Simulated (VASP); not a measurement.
Wanted: the native input for a VASP 6.6.1 run.

```yaml
Task: single point
Functional: RPBE
Dispersion: D4
Potentials_or_basis: VASP PAW PBE potentials, release 64 (Au)
Cutoff: 520 eV
k_mesh: 11 × 11 × 11
Occupations: fermi-dirac, width 0.025 eV
Spin: collinear spin, ferromagnetic start
Starting_moments: "[-0.11] μB"
Dipole_correction: no
Further_INCAR_settings: ALGO = Normal; EDIFF = 1e-06; NBANDS = 16
```

The structure of Au lies in POSCAR:

```
Au
1.0
    0.0000000000      2.0484772140      2.0484772140
    2.0484772140      0.0000000000      2.0484772140
    2.0484772140      2.0484772140      0.0000000000
Au
1
Direct
    0.0000000000      0.0000000000      0.0000000000
```

This cell differs from its parent crystal: volume scaled by 1.02.

One way to write it, as run:

INCAR

```
PREC     = Accurate       # precision mode
ENCUT    = 520            # plane-wave cutoff, eV
EDIFF    = 1E-6           # SCF threshold, eV
ISMEAR   = -1             # smearing method
SIGMA    = 0.025          # smearing width, eV
LREAL    = False          # projectors in reciprocal space
LASPH    = True           # aspherical terms in the spheres
NELM     = 150            # most SCF steps
ALGO     = Normal         # electronic algorithm
ISIF     = 2              # what is computed and relaxed
LWAVE    = False          # write WAVECAR
LCHARG   = False          # write CHGCAR
ISPIN    = 2              # spin polarisation
MAGMOM   = -0.11          # initial moments
LORBIT   = 11             # projections on sites
LMAXMIX  = 4              # l up to which the mixer works
GGA      = RP             # functional
IVDW     = 13             # dispersion correction
NBANDS   = 16             # bands
```

KPOINTS

```
regular mesh
0
Gamma
  11 11 11
```

Potentials or basis: VASP PAW PBE potentials, release 64 (Au).

The run is started by

```bash
$ cat potpaw_PBE.64/Au/POTCAR > POTCAR
$ mpirun -np 1 vasp_std > vasp.out
```

It gave:

- Pressure: -0.3 GPa
- Net moment: 0.00 μB per cell
- Valence electrons inside the program's atomic spheres: Au 9.66
- Dispersion energy per atom: -1.294 eV

Caveat: the PAW data sets were made with another functional, which shifts forces and pressure a little; pairwise dispersion overbinds metals, which lowers pressure and volume.

Wall time 20 s on 1 thread of Intel(R) Xeon(R) Platinum 8488C (Sapphire Rapids), on a shared host, peak memory 0.16 GiB.
